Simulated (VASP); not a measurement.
A run of VASP 6.6.1 is set up as follows.

Contents of INCAR:

```
SYSTEM = Rb
PREC = Accurate
ENCUT = 520
EDIFF = 1E-7
ISMEAR = -1
SIGMA = 0.1
LREAL = .FALSE.
LASPH = .TRUE.
NELM = 60
ALGO = Normal
ISIF = 2
LWAVE = .FALSE.
LCHARG = .FALSE.
GGA = PE
NBANDS = 10
```

The input KPOINTS:

```
Automatic mesh
0
G
  13 13 13
  0 0 0
```

File POSCAR:

```
Rb
1.0
   -2.8359049291      2.8359049291      2.8359049291
    2.8359049291     -2.8359049291      2.8359049291
    2.8359049291      2.8359049291     -2.8359049291
Rb
1
Direct
    0.0000000000      0.0000000000      0.0000000000
```

Potentials or basis: VASP PAW PBE potentials, release 64 (Rb_sv).

The run is started by

```sh
$ cat potpaw_PBE.64/Rb_sv/POTCAR > POTCAR
$ mpirun -np 1 vasp_std > vasp.out
```

Predict the pressure.

0.0 GPa.
